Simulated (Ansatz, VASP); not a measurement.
# PbS: VASP beside Ansatz

File INCAR:

```
SYSTEM = PbS
PREC = Accurate ; ENCUT = 520
EDIFF = 1E-6 ; ISMEAR = 0
SIGMA = 0.019000000000000003 ; LREAL = .False.
LASPH = .True. ; NELM = 100
ALGO = Normal ; ISIF = 2
LWAVE = .False. ; LCHARG = .True.
GGA = PE ; LELF = .True.
LVHAR = .True. ; NBANDS = 17
```

File KPOINTS:

```
Automatic mesh
0
Gamma
  8 8 8
  0 0 0
```

File POSCAR:

```
PbS
1.0
    0.0000000000      2.9657500000      2.9657500000
    2.9657500000      0.0000000000      2.9657500000
    2.9657500000      2.9657500000      0.0000000000
Pb S
1 1
Direct
    0.0000000000      0.0000000000      0.0000000000
    0.5000000000      0.5000000000      0.5000000000
```

File input.yaml:

```yaml
crystal:
  lattice:
    - [0.0, 2.96575, 2.96575]
    - [2.96575, 0.0, 2.96575]
    - [2.96575, 2.96575, 0.0]
  atoms:
    - { symbol: Pb, position: [0.0, 0.0, 0.0] }
    - { symbol: S, position: [0.5, 0.5, 0.5] }
kpoints:
  mp_grid: { grid: [8, 8, 8] }
scf:
  occupations: { method: gaussian, width: 0.019 }
hamiltonian:
  xc: pbe
  pseudopotentials: { kind: all_electron, lapw: { basis_error: 0.001 } }
output:
  forces: true
  stress: true
  eigenvalues: true
```

Alike in both runs: task single point; functional PBE; k mesh 8 × 8 × 8; occupations gaussian, width 0.019 eV; no spin polarisation.

```csv
,VASP,Ansatz
version,VASP 6.6.1,Ansatz 0.2.0
potentials or method,"VASP PAW PBE potentials, release 64 (Pb_d, S), cutoff 520 eV","all-electron LAPW, scalar-relativistic"
```

Ansatz gave:

| Item | Value |
| --- | --- |
| gap on the k mesh at the Fermi level (eV) | 0.36 |
| least direct gap on the mesh (eV) | 0.36 |
| pressure (GPa) | 2.2 |

Estimate VASP's values.

gap on the k mesh at the Fermi level (eV): 0.36; least direct gap on the mesh (eV): 0.36; pressure (GPa): 2.1.

Ansatz ran all-electron here, and VASP with PAW potentials.

Neither program's run includes spin-orbit coupling.
